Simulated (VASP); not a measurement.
Set up this calculation in VASP 6.6.1, as the native input.

```
Task                   : single point
Functional             : r2SCAN
Dispersion             : D3(BJ)
Potentials or basis    : VASP PAW PBE potentials, release 64 (Li_sv)
Cutoff                 : 520 eV
k mesh                 : 11 × 11 × 11
Occupations            : fermi-dirac, width 0.05 eV
Spin                   : no spin polarisation
Dipole correction      : no
Further INCAR settings : ALGO = Normal; EDIFF = 1e-06; NBANDS = 8
```

The system is Li.

```
CELL_PARAMETERS angstrom
-1.76627 1.76627 1.76627
1.76627 -1.76627 1.76627
1.76627 1.76627 -1.76627
ATOMIC_POSITIONS crystal
Li 0.00000 0.00000 0.00000
```

One way to write it, as run:

POSCAR

```
Li
1.0
   -1.7662705373      1.7662705373      1.7662705373
    1.7662705373     -1.7662705373      1.7662705373
    1.7662705373      1.7662705373     -1.7662705373
Li
1
Direct
    0.0000000000      0.0000000000      0.0000000000
```

INCAR.step1

```
PREC = Accurate
ENCUT = 520
ISMEAR = -1
SIGMA = 0.05
LREAL = F
LASPH = T
NELM = 100
NBANDS = 8
GGA = PE
ALGO = Normal
EDIFF = 1E-4
LWAVE = T
LCHARG = F
```

INCAR.step2

```
PREC = Accurate
ENCUT = 520
EDIFF = 1E-6
ISMEAR = -1
SIGMA = 0.05
LREAL = F
LASPH = T
NELM = 100
ALGO = Normal
ISIF = 2
LWAVE = F
LCHARG = F
METAGGA = R2SCAN
LMIXTAU = T
IVDW = 12
VDW_S6 = 1.0
VDW_S8 = 0.78981345
VDW_A1 = 0.49484001
VDW_A2 = 5.73083694
NBANDS = 8
ISTART = 1
```

KPOINTS

```
regular mesh
0
Gamma
  11 11 11
```

Potentials or basis: VASP PAW PBE potentials, release 64 (Li_sv).

Run with:

```console
$ cat potpaw_PBE.64/Li_sv/POTCAR > POTCAR
$ cp INCAR.step1 INCAR
$ mpirun -np 1 vasp_std > vasp.out
$ cp INCAR.step2 INCAR
$ mpirun -np 1 vasp_std > vasp.out
```

It gave:

The dispersion energy per atom is -0.073 eV.

Wall time 22 s on 1 thread of Intel(R) Xeon(R) Platinum 8375C CPU @ 2.90GHz (Ice Lake) (shared host), peak memory 0.14 GiB.
